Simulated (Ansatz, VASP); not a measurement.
# Two plane-wave programs on Sn

```
Sn
1.0
     4.49589    0.00000    0.00000
    -2.24795    3.89356    0.00000
     0.00000    0.00000    7.38548
Sn
4
Direct
  0.33333 0.66667 0.00034
  0.66667 0.33333 0.50034
  0.33333 0.66667 0.37466
  0.66667 0.33333 0.87466
```

Change from the starting cell: hydrostatic strain -3.0%.

Alike in both runs: task single point; functional PBE; k mesh 6 × 6 × 4; occupations fermi-dirac, width 0.02 eV; no spin polarisation.

```csv
,VASP,Ansatz
version,VASP 6.6.1,Ansatz 0.2.0
potentials or method,"VASP PAW PBE potentials, release 64 (Sn_d)","plane waves, PAW"
plane-wave cutoff (eV),520,420
valence electrons in the cell,56,56
```

|  | VASP | Ansatz | Ansatz less VASP |
| --- | --- | --- | --- |
| pressure (GPa) | 6.4 | 6.4 | +0.06 |

With one functional, cell and mesh, what is left measures potentials, basis and numerics.
